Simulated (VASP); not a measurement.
# Tc (Fm-3m) in VASP: settings compared

Aim: see how the results for Tc move with the level of theory and the settings. Levels: LDA, PBE. Tasks: single point.

All numbers are computed with VASP 6.6.1; they aren't measurements. Logs are shortened: lines on timing, memory, paths and dates and some standing lists are left out, and cuts for length are marked.

## (1) The cell of the first run

Symmetry: Fm-3m, No. 225, cubic system. The conventional cell has a = 3.900 Å, b = 3.900 Å, c = 3.900 Å, α = 90.00°, β = 90.00°, γ = 90.00°. Within 3.6 Å of Tc (site symmetry m-3m) lie 12 Tc at 2.76 Å.

## (2) Single point, LDA

INCAR reads:

```
SYSTEM = Tc
PREC = Accurate ; ENCUT = 520
EDIFF = 1E-7 ; ISMEAR = -1
SIGMA = 0.05 ; LREAL = .FALSE.
LASPH = .TRUE. ; NELM = 100
ALGO = Fast ; ISIF = 2
LWAVE = .FALSE. ; LCHARG = .FALSE.
NBANDS = 12
```

KPOINTS reads:

```
Automatic mesh
0
G
  9 9 9
  0 0 0
```

POSCAR reads:

```
Tc
1.0
    0.0000000000      1.9500000000      1.9500000000
    1.9500000000      0.0000000000      1.9500000000
    1.9500000000      1.9500000000      0.0000000000
Tc
1
Direct
    0.0000000000      0.0000000000      0.0000000000
```

Potentials or basis: VASP PAW LDA potentials, release 64 (Tc_pv).

On the command line:

```sh
$ cat potpaw_LDA.64/Tc_pv/POTCAR > POTCAR
$ mpirun -np 1 vasp_std > vasp.out
```

OUTCAR:

```text
SYSTEM = Tc
   PREC = Accurate
   ENCUT = 520
   EDIFF = 1E-7
   ISMEAR = -1
   LREAL = .FALSE.
   LASPH = .TRUE.
   NELM = 100
   ISIF = 2

 ion  position               nearest neighbor table
   1  0.000  0.000  0.000-

  LATTYP: Found a face centered cubic cell.
 ALAT       =     3.9000000000

  Lattice vectors:

 A1 = (   0.0000000000,   1.9500000000,   1.9500000000)
 A2 = (   1.9500000000,   0.0000000000,   1.9500000000)
 A3 = (   1.9500000000,   1.9500000000,   0.0000000000)

Analysis of symmetry for initial positions (statically):
=====================================================================
 Subroutine PRICEL returns:
 Original cell was already a primitive cell.

 Routine SETGRP: Setting up the symmetry group for a
 face centered cubic supercell.

 Subroutine GETGRP returns: Found 48 space group operations
[... 9 lines left out ...]

 Routine SETGRP: Setting up the symmetry group for a
 face centered cubic supercell.

 Subroutine GETGRP returns: Found 48 space group operations
[... 11 lines left out ...]
                                     Primitive cell

  volume of cell :      14.8297

  direct lattice vectors                    reciprocal lattice vectors
     0.000000000  1.950000000  1.950000000    -0.256410256  0.256410256  0.256410256
     1.950000000  0.000000000  1.950000000     0.256410256 -0.256410256  0.256410256
     1.950000000  1.950000000  0.000000000     0.256410256  0.256410256 -0.256410256

  length of vectors
     2.757716447  2.757716447  2.757716447     0.444115592  0.444115592  0.444115592

  position of ions in fractional coordinates (direct lattice)
     0.000000000  0.000000000  0.000000000

  ion indices of the primitive-cell ions
   primitive index   ion index
                 1           1

----------------------------------------------------------------------------------------

 KPOINTS: Automatic mesh

Automatic generation of k-mesh.
 Grid dimensions read from file:
 generate k-points for:    9    9    9

 Generating k-lattice:

  Cartesian coordinates                     Fractional coordinates (reciprocal lattice)
    -0.028490028  0.028490028  0.028490028     0.111111111  0.000000000  0.000000000
     0.028490028 -0.028490028  0.028490028     0.000000000  0.111111111  0.000000000
     0.028490028  0.028490028 -0.028490028     0.000000000  0.000000000  0.111111111

  Length of vectors
     0.049346177  0.049346177  0.049346177

  Shift w.r.t. Gamma in fractional coordinates (k-lattice)
     0.000000000  0.000000000  0.000000000
[... 51 lines left out ...]
   EDIFF  = 0.1E-06   stopping-criterion for ELM
   LREAL  =      F    real-space projection
   EDIFFG = 0.1E-05   stopping-criterion for IOM
   NSW    =      0    number of steps for IOM
   IBRION =     -1    ionic relax: 0-MD 1-quasi-New 2-CG
   NFREE  =      0    steps in history (QN), initial steepest desc. (CG)
   ISIF   =      2    stress and relaxation
   ISYM   =      2    0-nonsym 1-usesym 2-fastsym
   POTIM  = 0.5000    time-step for ionic-motion
   TEBEG  =    0.0;   TEEND  =   0.0 temperature during run
   PSTRESS=    0.0 pullay stress
   NELECT =      13.0000    total number of electrons
   NUPDOWN=      -1.0000    fix difference up-down
   EMIN   =  10.00;   EMAX   =-10.00  energy-range for DOS
   EFERMI =   0.00;   METHOD = LEGACY
   ISMEAR =    -1;   SIGMA  =   0.05  broadening in eV -4-tet -1-fermi 0-gaus
   EFERMI_NEDOS =   21; number of points for ismear=-14 and -15
   IALGO  =     68    algorithm
   IMIX   =      4    mixing-type and parameters
     AMIX     =   0.40;   BMIX     =  1.00
     AMIX_MAG =   1.60;   BMIX_MAG =  1.00
  volume/ion in A,a.u.               =      14.83       100.08
  Fermi-wavevector in a.u.,A,eV,Ry     =   1.566792  2.960808 33.400086  2.454837
  Thomas-Fermi vector in A             =   2.669068
   LORBIT       =      0    0 simple, 1 ext, 2 COOP (PROOUT), +10 PAW based schemes
   GGA     = CA    functional components
   LHFCALC =     F    Hartree Fock is set to
   AEXX    =    0.0000 exact exchange contribution
   IVDW    =     0    specifies the selected vdW correction
   LEPSILON=     F    determine dielectric tensor
   LRPA    =     F    only Hartree local field effects (RPA)
 non-spin polarized calculation
 RMM-DIIS sequential band-by-band and
  energy-cutoff  :      520.00
  volume of cell :       14.83
 maximum number of plane-waves:       411
 NGX is ok and might be reduce to    24
   NGX = 11   NGY = 11   NGZ = 11

 number of electron      13.0000001 magnetization

 Free energy of the ion-electron system (eV)
  ---------------------------------------------------
  ext. energy  EPLUGINS =         0.00000000
  ---------------------------------------------------
  free energy    TOTEN  =       -11.58657612 eV

  energy without entropy =      -11.57346198  energy(sigma->0) =      -11.58001905

 E-fermi :  12.1270     XC(G=0): -13.8209

 val. band max:       11.9776534343   @ k =  -0.4444   0.1111   0.0000
 cond. band min:      12.1526397511   @ k =   0.2222   0.1111   0.0000
 fundamental gap:      0.1749863169
 Fermi energy:        12.1269522015

 k-point     1 :       0.0000    0.0000    0.0000
  band No.  band energies     occupation
      1     -26.1077      2.00000
      2     -26.1077      2.00000
      3     -26.1077      2.00000
      4       4.7221      2.00000
      5      10.3668      2.00000
      6      10.3668      2.00000
      7      10.3668      2.00000
      8      12.8603      0.00000
      9      12.8603      0.00000
     10      26.1175      0.00000
     11      31.4838      0.00000
     12      31.4838      0.00000
[... 331 lines left out ...]
 k-point    24 :       0.4444    0.4444    0.0000
  band No.  band energies     occupation
      1     -27.1612      2.00000
      2     -26.5117      2.00000
      3     -26.5117      2.00000
      4       6.4890      2.00000
      5       7.0535      2.00000
      6      14.6934      0.00000
      7      15.1112      0.00000
      8      15.1112      0.00000
      9      15.2688      0.00000
     10      25.3101      0.00000
     11      25.3101      0.00000
     12      26.4841      0.00000

 [... further k-points ...]
[... 5 lines left out ...]
  --------------------------------------------------------------------------------------
  -------------------------------------------------------------------------------------
  Total       -1.8657990     -1.8657990     -1.8657990      0.0000000     -0.0000000      0.0000000
  in kB     -201.5772981   -201.5772981   -201.5772981      0.0000000     -0.0000000      0.0000000
  external PRESSURE =    -201.5772981 kB  Pullay stress =       0.0000000 kB

 VOLUME and BASIS-vectors are now :
 -----------------------------------------------------------------------------
  energy-cutoff  :      520.00
  volume of cell :       14.83
      direct lattice vectors                 reciprocal lattice vectors
     0.000000000  1.950000000  1.950000000    -0.256410256  0.256410256  0.256410256
     1.950000000  0.000000000  1.950000000     0.256410256 -0.256410256  0.256410256
     1.950000000  1.950000000  0.000000000     0.256410256  0.256410256 -0.256410256

 POSITION                                       TOTAL-FORCE (eV/Angst)
 -----------------------------------------------------------------------------------
      0.00000      0.00000      0.00000         0.000000      0.000000      0.000000
 -----------------------------------------------------------------------------------
    total drift:                                0.000000      0.000000     -0.000000

  FREE ENERGIE OF THE ION-ELECTRON SYSTEM (eV)
  ---------------------------------------------------
  free  energy   TOTEN  =       -11.5865761172 eV

  energy  without entropy=      -11.5734619824  energy(sigma->0) =      -11.58001905
```

It took 7.4 s on 1 thread of Intel Xeon Platinum 8375C at 2.90GHz (Ice Lake), shared host; peak memory 0.13 GiB.

What came out:

```yaml
Free_energy: -11.5866 eV
Pressure: -20.2 GPa
```

## (3) Single point, LDA

This run uses another cell than the first one, of 13.84 Å³/atom, 0.933 times its volume.

INCAR reads:

```
SYSTEM = Tc
PREC = Accurate
ENCUT = 520
EDIFF = 1E-6
ISMEAR = -1
SIGMA = 0.05
LREAL = .FALSE.
LASPH = .TRUE.
NELM = 60
ALGO = Normal
ISIF = 2
LWAVE = .FALSE.
LCHARG = .TRUE.
LELF = .TRUE.
LVHAR = .TRUE.
NBANDS = 12
```

KPOINTS reads:

```
regular mesh
0
G
  9 9 9
  0 0 0
```

POSCAR reads:

```
Tc
1.0
    0.0000000000      1.9055704334      1.9055704334
    1.9055704334      0.0000000000      1.9055704334
    1.9055704334      1.9055704334      0.0000000000
Tc
1
Direct
    0.0000000000      0.0000000000      0.0000000000
```

Potentials or basis: VASP PAW LDA potentials, release 64 (Tc_pv).

On the command line:

```sh
$ cat potpaw_LDA.64/Tc_pv/POTCAR > POTCAR
$ mpirun -np 1 vasp_std > vasp.out
```

Run time: 5.5 s. Hardware: 1 thread of Intel Xeon Platinum 8375C at 2.90GHz (Ice Lake), shared host; peak memory 0.12 GiB.

Results (log left out):

| Item | Value |
| --- | --- |
| Free energy | -11.6515 eV |
| Pressure | 0.1 GPa |

Levels at points of the mesh, in eV from the Fermi level:
```
           k point  band 3  band 4  band 5  band 6  band 7  band 8  band 9  band 10  band 11  band 12
(0.00, 0.00, 0.00)  -38.15   -7.71   -1.96   -1.96   -1.96    0.81    0.81    13.95    19.68    19.68
```

## (4) Single point, LDA

This run uses another cell than the first one, of 13.84 Å³/atom, 0.933 times its volume.

INCAR reads:

```
  ALGO = Normal
  EDIFF = 1E-7
  ENCUT = 520
  GGA = CA
  ISIF = 2
  ISMEAR = -1
  LASPH = T
  LCHARG = F
  LREAL = F
  LWAVE = F
  NBANDS = 12
  NELM = 100
  PREC = Accurate
  SIGMA = 0.05
```

KPOINTS reads:

```
k-points
0
Gamma
  12 12 12
```

POSCAR reads:

```
Tc
1.0
    0.0000000000      1.9054312273      1.9054312273
    1.9054312273      0.0000000000      1.9054312273
    1.9054312273      1.9054312273      0.0000000000
Tc
1
Direct
    0.0000000000      0.0000000000      0.0000000000
```

On the command line:

```sh
$ cat potpaw_LDA.64/Tc_pv/POTCAR > POTCAR
$ mpirun -np 1 vasp_std > vasp.out
```

It took 8.5 s on 1 thread of Intel Xeon Platinum 8375C at 2.90GHz (Ice Lake), shared host; peak memory 0.12 GiB.

Results (log left out):

- Free energy: -11.6591 eV
- Pressure: 0.1 GPa

Levels at points of the mesh, in eV from the Fermi level:
```tsv
k point	band 3	band 4	band 5	band 6	band 7	band 8	band 9	band 10	band 11	band 12
(0.00, 0.00, 0.00)	-38.15	-7.72	-1.96	-1.96	-1.96	0.81	0.81	13.94	19.68	19.68
(0.50, 0.00, 0.00)	-38.34	-5.86	-2.15	-2.15	1.34	3.00	3.00	11.29	13.62	20.47
(0.50, 0.50, 0.00)	-38.67	-6.31	-5.69	2.94	3.62	3.62	4.03	13.26	13.26	14.88
```

## (5) Single point, PBE

This run uses another cell than the first one, of 14.50 Å³/atom, 0.978 times its volume.

INCAR reads:

```
ALGO     = Normal         # electronic algorithm
EDIFF    = 1E-6           # SCF threshold, eV
ENCUT    = 520            # plane-wave cutoff, eV
GGA      = PE             # functional
ISIF     = 2              # what is computed and relaxed
ISMEAR   = -1             # smearing method
LASPH    = True           # aspherical terms in the spheres
LCHARG   = True           # write CHGCAR
LELF     = True           # ELF
LREAL    = False          # projectors in reciprocal space
LVHAR    = True         
LWAVE    = False          # write WAVECAR
NBANDS   = 12             # bands
NELM     = 80             # most SCF steps
PREC     = Accurate       # precision mode
SIGMA    = 0.05           # smearing width, eV
```

KPOINTS is that of step 4.

POSCAR reads:

```
Tc
1.0
    0.0000000000      1.9356351845      1.9356351845
    1.9356351845      0.0000000000      1.9356351845
    1.9356351845      1.9356351845      0.0000000000
Tc
1
Direct
    0.0000000000      0.0000000000      0.0000000000
```

Potentials or basis: VASP PAW PBE potentials, release 64 (Tc_pv).

On the command line:

```sh
$ cat potpaw_PBE.64/Tc_pv/POTCAR > POTCAR
$ mpirun -np 1 vasp_std > vasp.out
```

Wall time 9 s (1 thread of Intel Xeon Platinum 8375C at 2.90GHz (Ice Lake), shared host); peak memory 0.13 GiB.

It converged, with:

* Free energy: -10.2828 eV
* Pressure: -0.6 GPa

Levels at points of the mesh, in eV from the Fermi level:
| k point | band 3 | band 4 | band 5 | band 6 | band 7 | band 8 | band 9 | band 10 | band 11 | band 12 |
| --- | --- | --- | --- | --- | --- | --- | --- | --- | --- | --- |
| (0.00, 0.00, 0.00) | -38.42 | -7.50 | -1.82 | -1.82 | -1.82 | 0.77 | 0.77 | 13.97 | 19.52 | 19.52 |
| (0.50, 0.00, 0.00) | -38.58 | -5.54 | -1.98 | -1.98 | 1.19 | 2.77 | 2.77 | 10.62 | 13.61 | 20.14 |
| (0.50, 0.50, 0.00) | -38.85 | -5.90 | -5.31 | 2.72 | 3.33 | 3.33 | 3.79 | 12.96 | 12.96 | 14.08 |

## (6) Summary

```tsv
level	potentials or basis	cell	k mesh	gap on the mesh (eV)	pressure (GPa)
LDA	VASP PAW LDA potentials, release 64 (Tc_pv)	a = 2.758 Å, angles 60.0°, 1 atom	9 × 9 × 9	none	-20.2
LDA	VASP PAW LDA potentials, release 64 (Tc_pv)	a = 2.695 Å, angles 60.0°, 1 atom	9 × 9 × 9	none	0.1
LDA	VASP PAW LDA potentials, release 64 (Tc_pv)	a = 2.695 Å, angles 60.0°, 1 atom	12 × 12 × 12	none	0.1
PBE	VASP PAW PBE potentials, release 64 (Tc_pv)	a = 2.737 Å, angles 60.0°, 1 atom	12 × 12 × 12	none	-0.6
```

Alike in all rows: task single point; no spin polarisation; cutoff (eV) 520; smearing fermi-dirac 0.05 eV.

Total energies depend on the potentials used, so only differences within one code and one set of settings carry meaning.
